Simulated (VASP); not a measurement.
Here is a VASP 6.6.1 calculation.

INCAR

```
ALGO     = Normal         # electronic algorithm
EDIFF    = 1E-6           # SCF threshold, eV
ENCUT    = 520            # plane-wave cutoff, eV
GGA      = PE             # functional
ISIF     = 2              # what is computed and relaxed
ISMEAR   = 0              # smearing method
LASPH    = True           # aspherical terms in the spheres
LCHARG   = False          # write CHGCAR
LREAL    = False          # projectors in reciprocal space
LWAVE    = False          # write WAVECAR
NBANDS   = 20             # bands
NELM     = 100            # most SCF steps
PREC     = Accurate       # precision mode
SIGMA    = 0.1            # smearing width, eV
```

Contents of KPOINTS:

```
k-points
0
Gamma
  6 6 4
```

Contents of POSCAR:

```
Li4SiN
1.0
    4.4548031412      0.0000000031      0.0000000000
   -2.2274015732      3.8579726876      0.0000000000
    0.0000000000      0.0000000000      4.8771916545
Li Si N
4 1 1
Direct
    0.1722502558      0.8277497442      0.0000000000
    0.1722502558      0.3445005116      0.0000000000
    0.6554994884      0.8277497442      0.0000000000
    0.0000000000      0.0000000000      0.5000000000
    0.3333333333      0.6666666667      0.5000000000
    0.6666666667      0.3333333333      0.0000000000
```

Potentials or basis: VASP PAW PBE potentials, release 64 (Li_sv, Si, N).

Launch:

```bash
$ cat potpaw_PBE.64/Li_sv/POTCAR potpaw_PBE.64/Si/POTCAR potpaw_PBE.64/N/POTCAR > POTCAR
$ mpirun -np 1 vasp_std > vasp.out
```

Q: Estimate the band gap on the k mesh.

A: Zero (an odd number of electrons rules out a gap without spin polarisation).

Q: Predict the largest force.

A: 0.030 eV/Å.

Forces on the atoms (eV/Å):
```
Li  -0.026  0.015  0.000
Li   0.000 -0.030  0.000
Li   0.026  0.015  0.000
Li   0.000  0.000  0.000
Si   0.000  0.000  0.000
N    0.000  0.000  0.000
```
